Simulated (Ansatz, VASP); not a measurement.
HfPd2N4: VASP beside Ansatz

```
CELL_PARAMETERS angstrom
0.00000 4.38234 4.38234
4.38234 0.00000 4.38234
4.38234 4.38234 0.00000
ATOMIC_POSITIONS crystal
Hf 0.00000 0.00000 0.00000
Hf 0.25000 0.25000 0.25000
Pd 0.12500 0.62500 0.62500
Pd 0.62500 0.12500 0.62500
Pd 0.62500 0.62500 0.12500
Pd 0.62500 0.62500 0.62500
N 0.86348 0.40957 0.86348
N 0.40957 0.86348 0.86348
N 0.86348 0.86348 0.40957
N 0.86348 0.86348 0.86348
N 0.38652 0.84043 0.38652
N 0.84043 0.38652 0.38652
N 0.38652 0.38652 0.38652
N 0.38652 0.38652 0.84043
```

Alike in both runs: functional PBE; k mesh 6 × 6 × 6; occupations gaussian, width 0.02 eV; no spin polarisation.

Ansatz relaxed the structure, and its values are those at the end. VASP's run is a single point on that final structure, the one shown.

|  | VASP | Ansatz |
| --- | --- | --- |
| version | VASP 6.6.1 | Ansatz 0.2.0 |
| potentials or method | VASP PAW PBE potentials, release 64 (Hf_pv, Pd, N), cutoff 520 eV | scalar-relativistic, plane waves, PAW |
| valence electrons in the cell | 100 | 164 |

VASP gave:

```
gap on the k mesh at the Fermi level (eV) : 1.13
least direct gap on the mesh (eV)         : 1.13
pressure (GPa)                            : -0.6
rms of the force components (eV/Å)        : 0.022
```

Which values does Ansatz return?

gap on the k mesh at the Fermi level (eV): 1.13; least direct gap on the mesh (eV): 1.13; pressure (GPa): 0.0; rms of the force components (eV/Å): 0.000.

With one functional, cell and mesh, what is left measures potentials, basis and numerics. VASP's potentials hold 100 valence electrons a cell and Ansatz's 164, so a difference there can come from the potentials and not from the codes.

Spin-orbit coupling is off throughout.
